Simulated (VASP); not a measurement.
# Cd (P6_3/mmc) in VASP: further runs

Cd is run at these levels: BLYP+D3(BJ), PBE, RPBE; tasks: relaxation of cell and atoms, single point.

Everything below comes from runs of VASP 6.6.1. Logs are shortened: lines on timing, memory, paths and dates and some standing lists are left out, and cuts for length are marked.

**1. The cell of the first run**

Symmetry: P6_3/mmc, No. 194, hexagonal system. The conventional cell has a = 2.979 Å, b = 2.979 Å, c = 5.618 Å, α = 90.00°, β = 90.00°, γ = 120.00°. Cd (site symmetry -6m2) has 12 Cd at 2.98 to 3.29 Å within 3.9 Å.

**2. Relaxation of cell and atoms, BLYP+D3(BJ)**

The input, INCAR:

```
PREC = Accurate ; ENCUT = 600
EDIFF = 1E-6 ; ISMEAR = -1
SIGMA = 0.05 ; LREAL = F
LASPH = T ; NELM = 60
ALGO = Normal ; ISIF = 3
LWAVE = F ; LCHARG = F
GGA = B5 ; ALDAX = 1.0
AGGAX = 1.0 ; AGGAC = 1.0
ALDAC = 0.0 ; IVDW = 12
IBRION = 2 ; NSW = 60
EDIFFG = -0.01 ; VDW_S6 = 1.0
VDW_S8 = 2.6996 ; VDW_A1 = 0.4298
VDW_A2 = 4.2359
```

The input, KPOINTS:

```
Automatic mesh
0
Gamma
  10 10 5
```

The input, POSCAR:

```
Cd
1.0
    2.9788700000      0.0000000000      0.0000000000
   -1.4894350000      2.5797770946      0.0000000000
    0.0000000000      0.0000000000      5.6176500000
Cd
2
Direct
    0.6666666667      0.3333333333      0.7500000000
    0.3333333333      0.6666666667      0.2500000000
```

Potentials or basis: VASP PAW PBE potentials, release 64 (Cd).

Command:

```bash
> cat potpaw_PBE.64/Cd/POTCAR > POTCAR
> mpirun -np 1 vasp_std > vasp.out
```

OUTCAR:

```text
PREC = Accurate
   ENCUT = 600
   EDIFF = 1E-6
   ISMEAR = -1
   LREAL = F
   LASPH = T
   NELM = 60
   ISIF = 3
   GGA = B5
   IVDW = 12
   IBRION = 2
   NSW = 60
   EDIFFG = -0.01
 IVDW          = 12

 ion  position               nearest neighbor table
   1  0.667  0.333  0.750-   2 3.29   2 3.29   2 3.29   2 3.29   2 3.29   2 3.29
   2  0.333  0.667  0.250-   1 3.29   1 3.29   1 3.29   1 3.29   1 3.29   1 3.29

  LATTYP: Found a hexagonal cell.
 ALAT       =     2.9788700000
 C/A-ratio  =     1.8858325472

  Lattice vectors:

 A1 = (   2.9788700000,   0.0000000000,   0.0000000000)
 A2 = (  -1.4894350000,   2.5797770946,   0.0000000000)
 A3 = (   0.0000000000,   0.0000000000,   5.6176500000)

Analysis of symmetry for initial positions (statically):
=====================================================================
 Subroutine PRICEL returns:
 Original cell was already a primitive cell.

 Routine SETGRP: Setting up the symmetry group for a
 hexagonal supercell.

 Subroutine GETGRP returns: Found 24 space group operations
 (whereof 12 operations were pure point group operations)
 out of a pool of 24 trial point group operations.

The static configuration has the point symmetry D_3d.
 The point group associated with its full space group is D_6h.

Analysis of symmetry for dynamics (positions and initial velocities):
=====================================================================
 Subroutine PRICEL returns:
 Original cell was already a primitive cell.

 Routine SETGRP: Setting up the symmetry group for a
 hexagonal supercell.

 Subroutine GETGRP returns: Found 24 space group operations
 (whereof 12 operations were pure point group operations)
 out of a pool of 24 trial point group operations.

The dynamic configuration has the point symmetry D_3d.
 The point group associated with its full space group is D_6h.

 Subroutine INISYM returns: Found 24 space group operations
 (whereof 12 operations are pure point group operations),
 and found     1 'primitive' translations

----------------------------------------------------------------------------------------

                                     Primitive cell

  volume of cell :      43.1706

  direct lattice vectors                    reciprocal lattice vectors
     2.978870000  0.000000000  0.000000000     0.335697765  0.193815195  0.000000000
    -1.489435000  2.579777095  0.000000000     0.000000000  0.387630389  0.000000000
     0.000000000  0.000000000  5.617650000     0.000000000  0.000000000  0.178010378

  length of vectors
     2.978870000  2.978870000  5.617650000     0.387630390  0.387630389  0.178010378

  position of ions in fractional coordinates (direct lattice)
     0.666666667  0.333333333  0.750000000
     0.333333333  0.666666667  0.250000000

  ion indices of the primitive-cell ions
   primitive index   ion index
                 1           1
                 2           2

----------------------------------------------------------------------------------------

 KPOINTS: Automatic mesh

Automatic generation of k-mesh.
 Grid dimensions read from file:
 generate k-points for:   10   10    5

 Generating k-lattice:

  Cartesian coordinates                     Fractional coordinates (reciprocal lattice)
     0.033569776  0.019381519  0.000000000     0.100000000  0.000000000  0.000000000
     0.000000000  0.038763039  0.000000000     0.000000000  0.100000000  0.000000000
     0.000000000  0.000000000  0.035602076     0.000000000  0.000000000  0.200000000

  Length of vectors
     0.038763039  0.038763039  0.035602076

  Shift w.r.t. Gamma in fractional coordinates (k-lattice)
     0.000000000  0.000000000  0.000000000

 Subroutine IBZKPT returns following result:
 ===========================================

 Found     42 irreducible k-points:

 Following reciprocal coordinates:
            Coordinates               Weight
  0.000000  0.000000  0.000000      1.000000
  0.100000  0.000000  0.000000      6.000000
  0.200000  0.000000  0.000000      6.000000
  0.300000  0.000000  0.000000      6.000000
  0.400000 -0.000000  0.000000      6.000000
  0.500000  0.000000  0.000000      3.000000
[... 16 lines left out ...]
  0.300000  0.100000  0.200000     24.000000
  0.400000  0.100000  0.200000     24.000000
 [... further k-points ...]
   k-points           NKPTS =     42   k-points in BZ     NKDIM =     42   number of bands    NBANDS=     16
   number of dos      NEDOS =    301   number of ions     NIONS =      2
   total plane-waves  NPLWV =  27648
   dimension x,y,z NGX =    24 NGY =   24 NGZ =   48
   dimension x,y,z NGXF=    48 NGYF=   48 NGZF=   96
   ions per type =               2
   NGX,Y,Z   is equivalent  to a cutoff of  13.39, 13.39, 14.20 a.u.
   NGXF,Y,Z  is equivalent  to a cutoff of  26.79, 26.79, 28.41 a.u.
 SYSTEM =  unknown system
   PREC   = accura    normal or accurate (medium, high low for compatibility)
   ISTART =      0    job   : 0-new  1-cont  2-samecut
   ICHARG =      2    charge: 1-file 2-atom 10-const
   ISPIN  =      1    spin polarized calculation?
   LNONCOLLINEAR =      F non collinear calculations
   LSORBIT =      F    spin-orbit coupling
   LASPH  =      T    aspherical Exc in radial PAW
   ENCUT  =  600.0 eV  44.10 Ry    6.64 a.u.   5.95  5.95 11.22*2*pi/ulx,y,z
   NELM   =     60;   NELMIN=  2; NELMDL= -5     # of ELM steps
   EDIFF  = 0.1E-05   stopping-criterion for ELM
   LREAL  =      F    real-space projection
   EDIFFG = -.1E-01   stopping-criterion for IOM
   NSW    =     60    number of steps for IOM
   IBRION =      2    ionic relax: 0-MD 1-quasi-New 2-CG
   NFREE  =      1    steps in history (QN), initial steepest desc. (CG)
   ISIF   =      3    stress and relaxation
   ISYM   =      2    0-nonsym 1-usesym 2-fastsym
   POTIM  = 0.5000    time-step for ionic-motion
   TEBEG  =    0.0;   TEEND  =   0.0 temperature during run
   PSTRESS=    0.0 pullay stress
   NELECT =      24.0000    total number of electrons
   NUPDOWN=      -1.0000    fix difference up-down
   EMIN   =  10.00;   EMAX   =-10.00  energy-range for DOS
   EFERMI =   0.00;   METHOD = LEGACY
   ISMEAR =    -1;   SIGMA  =   0.05  broadening in eV -4-tet -1-fermi 0-gaus
   EFERMI_NEDOS =   21; number of points for ismear=-14 and -15
   IALGO  =     38    algorithm
   IMIX   =      4    mixing-type and parameters
     AMIX     =   0.40;   BMIX     =  1.00
     AMIX_MAG =   1.60;   BMIX_MAG =  1.00
  volume/ion in A,a.u.               =      21.59       145.66
  Fermi-wavevector in a.u.,A,eV,Ry     =   1.346116  2.543790 24.654136  1.812028
  Thomas-Fermi vector in A             =   2.473974
   LORBIT       =      0    0 simple, 1 ext, 2 COOP (PROOUT), +10 PAW based schemes
   GGA     = B5    functional components
   LHFCALC =     F    Hartree Fock is set to
   AEXX    =    0.0000 exact exchange contribution
   IVDW    =    12    specifies the selected vdW correction
   LEPSILON=     F    determine dielectric tensor
   LRPA    =     F    only Hartree local field effects (RPA)
 conjugate gradient relaxation of ions
 non-spin polarized calculation
  energy-cutoff  :      600.00
  volume of cell :       43.17
 maximum number of plane-waves:      1462
 NGX is ok and might be reduce to    24
   NGX = 11   NGY = 11   NGZ = 23

--------------------------------------- Ionic step        1  -------------------------------------------

 number of electron      24.0000000 magnetization

 Free energy of the ion-electron system (eV)
  ---------------------------------------------------
  ext. energy  EPLUGINS =         0.00000000
  ---------------------------------------------------
  free energy    TOTEN  =        -0.07242316 eV

  energy without entropy =       -0.07057888  energy(sigma->0) =       -0.07150102

------------------------ aborting loop because EDIFF is reached ----------------------------------------

 Edisp (eV)   -2.04442

 E8    (eV) :    -1.5162

  FORCE on cell =-STRESS in cart. coord.  units (eV):
  Direction    XX          YY          ZZ          XY          YZ          ZX
  --------------------------------------------------------------------------------------
  -------------------------------------------------------------------------------------
  Total       0.25468     0.25468    -0.09882     0.00000    -0.00000     0.00000
  in kB       9.45192     9.45192    -3.66757     0.00000    -0.00000     0.00000
  external pressure =        5.08 kB  Pullay stress =        0.00 kB
[... 141 lines left out ...]
  energy  without entropy=       -2.1164516571  energy(sigma->0) =       -2.11756532

--------------------------------------- Ionic step        5  -------------------------------------------

 number of electron      23.9999994 magnetization

 Free energy of the ion-electron system (eV)
  ---------------------------------------------------
  ext. energy  EPLUGINS =         0.00000000
  ---------------------------------------------------
  free energy    TOTEN  =        -0.08854036 eV

  energy without entropy =       -0.08626564  energy(sigma->0) =       -0.08740300

 E-fermi :   3.4073     XC(G=0): -10.4358

 val. band max:        3.2423063758   @ k =   0.1000   0.0000   0.2000
 cond. band min:       3.4533941988   @ k =   0.4000  -0.0000   0.0000
 fundamental gap:      0.2110878230
 Fermi energy:         3.4072703620

 k-point     1 :       0.0000    0.0000    0.0000
  band No.  band energies     occupation
      1      -6.5175      2.00000
      2      -6.2477      2.00000
      3      -5.9229      2.00000
      4      -5.9229      2.00000
      5      -5.8706      2.00000
      6      -5.8706      2.00000
[... 8 lines left out ...]
     15      17.8605      0.00000
     16      17.8605      0.00000
[... 420 lines left out ...]
  band No.  band energies     occupation
      1      -6.5264      2.00000
      2      -6.3895      2.00000
      3      -6.2633      2.00000
      4      -5.9733      2.00000
      5      -5.7223      2.00000
      6      -5.4857      2.00000
[... 8 lines left out ...]
     15       8.2718      0.00000
     16      10.1766      0.00000

 [... further k-points ...]

------------------------ aborting loop because EDIFF is reached ----------------------------------------

 Edisp (eV)   -2.03015

 E8    (eV) :    -1.5056

  FORCE on cell =-STRESS in cart. coord.  units (eV):
  Direction    XX          YY          ZZ          XY          YZ          ZX
  --------------------------------------------------------------------------------------
  -------------------------------------------------------------------------------------
  Total       0.00412     0.00412     0.00123    -0.00000    -0.00000     0.00000
  in kB       0.15203     0.15203     0.04536    -0.00000    -0.00000     0.00000
  external pressure =        0.12 kB  Pullay stress =        0.00 kB
[... 17 lines left out ...]
  FREE ENERGIE OF THE ION-ELECTRON SYSTEM (eV)
  ---------------------------------------------------
  free  energy   TOTEN  =        -2.1186932171 eV

  energy  without entropy=       -2.1164184968  energy(sigma->0) =       -2.11755586

 reached required accuracy - stopping structural energy minimisation
```

Run time: 53 s. Hardware: 1 thread of Intel Xeon 6975P-C (Granite Rapids), shared host; peak memory 0.19 GiB.

What came out:

| Quantity | Value |
| --- | --- |
| Free energy | -2.1187 eV |
| Relaxed volume | 21.73 Å³/atom |
| Relaxed cell | a = 2.998 Å, b = 2.998 Å, c = 5.586 Å, α = 90.00°, β = 90.00°, γ = 120.00° |
| Space group after relaxing (to 0.05 Å) | P6_3/mmc (No. 194) |
| Energy gained by relaxing | 0.9 meV/atom |
| Ionic steps | 5 |
| Pressure after relaxing | 0.0 GPa |
| Band gap on the k mesh | zero (band 12 reaches 4.36 eV, above the bottom of band 13 at 0.61 eV) |
| Dispersion energy per atom | -1.015 eV |

Step by step:
| step | energy change (eV) | largest force (eV/Å) | pressure (GPa) | volume (Å³) |
| --- | --- | --- | --- | --- |
| 1 | 0.0000 | 0.0000 | 0.51 | 43.17 |
| 2 | -0.0017 | 0.0000 | -0.13 | 43.60 |
| 3 | -0.0017 | 0.0000 | -0.16 | 43.61 |
| 4 | -0.0018 | 0.0000 | -0.04 | 43.50 |
| 5 | -0.0019 | 0.0000 | 0.01 | 43.46 |

Final structure:
```xyz
2
Lattice="2.9975 0.0000 0.0000 -1.4988 2.5959 0.0000 0.0000 0.0000 5.5857" Properties=species:S:1:pos:R:3 pbc="T T T"
Cd    1.4988    0.8653    4.1892
Cd    0.0000    1.7306    1.3964
```

Caveat: the PAW data sets were made with another functional, which shifts forces and pressure a little; pairwise dispersion overbinds metals, which lowers pressure and volume. Zero-point motion and thermal expansion aren't in these numbers.

**3. Single point, PBE, non-collinear spin, zero start, spin-orbit coupling**

The input, INCAR:

```
SYSTEM = Cd
PREC = Accurate
ENCUT = 520
EDIFF = 1E-6
ISMEAR = -1
SIGMA = 0.1
LREAL = .False.
LASPH = .True.
NELM = 150
ALGO = Normal
ISIF = 2
LWAVE = .False.
LCHARG = .True.
MAGMOM = 0 0 0 0 0 0
LORBIT = 11
LSORBIT = .True.
GGA_COMPAT = .False.
LORBMOM = .True.
GGA = PE
LVHAR = .True.
NBANDS = 36
```

The input, KPOINTS:

```
Automatic mesh
0
Gamma
  10 10 5
  0 0 0
```

POSCAR is that of step 2.

Potentials or basis: VASP PAW PBE potentials, release 64 (Cd).

Command:

```bash
> cat potpaw_PBE.64/Cd/POTCAR > POTCAR
> mpirun -np 1 vasp_ncl > vasp.out
```

Wall time 64 s (1 thread of Intel Xeon 6975P-C (Granite Rapids), shared host); peak memory 0.3 GiB.

It converged, with:

```
Free energy                                           : -1.5453 eV
Pressure                                              : 3.1 GPa
Net moment                                            : 0.00 μB per cell
Valence electrons inside the program's atomic spheres : Cd 10.32
```

Stress tensor (GPa, compression positive):
```
3.71 0.00 0.00
0.00 3.71 0.00
0.00 0.00 1.91
```

Moments on the atoms (μB; x, y, z):
```
Cd  0.00 0.00 0.00
Cd  0.00 0.00 0.00
```

(Part 1 of 2 ends here.)
